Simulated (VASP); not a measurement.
Runs of VASP 6.6.1 on Rh. The structure is that of space group P6/mmm (No. 191), or close to it. The cells are those of the table. 

```csv
cell,k mesh,gap on the mesh (eV),pressure (GPa)
"a = 4.424, b = 4.424, c = 2.716 Å, angles 90.0, 90.0, 120.0°, 3 atoms",9 × 9 × 13,none,-7.7
"a = 4.247, b = 4.247, c = 2.607 Å, angles 90.0, 90.0, 120.0°, 3 atoms",9 × 9 × 13,none,(c)
"a = 4.534, b = 4.534, c = 2.784 Å, angles 90.0, 90.0, 120.0°, 3 atoms",9 × 9 × 13,none,-18.3
"a = 4.307, b = 4.307, c = 2.644 Å, angles 90.0, 90.0, 120.0°, 3 atoms",9 × 9 × 13,none,(a)
"a = 4.184, b = 4.184, c = 2.569 Å, angles 90.0, 90.0, 120.0°, 3 atoms",9 × 9 × 13,none,39.2
"a = 4.480, b = 4.480, c = 2.750 Å, angles 90.0, 90.0, 120.0°, 3 atoms",9 × 9 × 13,none,-13.7
"a = 4.366, b = 4.366, c = 2.680 Å, angles 90.0, 90.0, 120.0°, 3 atoms",9 × 9 × 13,none,0.0
"a = 4.366, b = 4.366, c = 2.680 Å, angles 90.0, 90.0, 120.0°, 3 atoms",9 × 9 × 12,none,(b)
```

Alike in all rows: task single point; level RPBE; potentials or basis VASP PAW PBE potentials, release 64 (Rh_pv); no spin polarisation; cutoff (eV) 520; smearing fermi-dirac 0.1 eV.

Question: Estimate the missing entries.

Answer: (a) 10.0; (b) 0.1; (c) 22.8.

Caveats: the PAW data sets were made with another functional, which shifts forces and pressure a little.

A k mesh can miss the band edges, and the runs leave out spin-orbit coupling on Rh.

A gap of «none» marks levels without a gap at the run's occupations.
